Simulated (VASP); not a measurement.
Crystal: KTaO3.

```
CELL_PARAMETERS angstrom
3.98830 0.00000 0.00000
0.00000 3.98830 0.00000
0.00000 0.00000 3.98830
ATOMIC_POSITIONS crystal
Ta 0.00000 0.00000 0.00000
K 0.50000 0.50000 0.50000
O 0.00000 0.00000 0.50000
O 0.00000 0.50000 0.00000
O 0.50000 0.00000 0.00000
```

Base run:

- Program: VASP 6.6.1
- Functional: BLYP
- Potentials or basis: VASP PAW PBE potentials, release 64 (Ta_pv, K_sv, O)
- Cutoff: 520 eV
- k mesh: 7 × 7 × 7
- Occupations: fermi-dirac, width 0.05 eV
- Spin: no spin polarisation

Its results: band gap on the k mesh 2.28 eV (least direct gap 2.84 eV); pressure 11.6 GPa.

**Question.** The run is repeated on the same cell with these changes: functional from BLYP to revPBE. What comes out?

**Answer.** Band gap on the k mesh 2.27 eV (least direct gap 2.83 eV); pressure 9.3 GPa.

Caveats: the cell stands under pressure; the PAW data sets were made with another functional, which shifts forces and pressure a little; spin-orbit coupling is left out, which moves the levels of the heavy elements; an odd mesh through Γ misses points on the zone boundary, where band edges can lie.
